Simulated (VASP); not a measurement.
Here is a VASP 6.6.1 calculation.

Contents of INCAR:

```
PREC = Accurate ; ENCUT = 520
EDIFF = 1E-6 ; ISMEAR = 1
SIGMA = 0.15 ; LREAL = False
LASPH = True ; NELM = 100
ALGO = Normal ; ISIF = 2
LWAVE = False ; LCHARG = True
GGA = CA ; LELF = True
LVHAR = True ; NBANDS = 24
```

Contents of KPOINTS:

```
regular mesh
0
Gamma
  11 11 11
```

The input POSCAR:

```
ScAg2
1.0
   -1.8262366884      1.8262366884      4.6072819018
    1.8262366884     -1.8262366884      4.6072819018
    1.8262366884      1.8262366884     -4.6072819018
Sc Ag
1 2
Direct
    0.0000000000      0.0000000000      0.0000000000
    0.6666430000      0.6666430000      0.0000000000
    0.3333570000      0.3333570000      0.0000000000
```

Potentials or basis: VASP PAW LDA potentials, release 64 (Sc_sv, Ag).

The run is started by

```bash
$ cat potpaw_LDA.64/Sc_sv/POTCAR potpaw_LDA.64/Ag/POTCAR > POTCAR
$ mpirun -np 1 vasp_std > vasp.out
```

Q: Estimate the largest force.

A: 0.026 eV/Å.

Q: Predict the pressure.

A: -12.9 GPa.

Forces in eV/Å, atoms in the order of the input:
```
Sc   0.000  0.000  0.000
Ag   0.000  0.000 -0.026
Ag   0.000  0.000  0.026
```
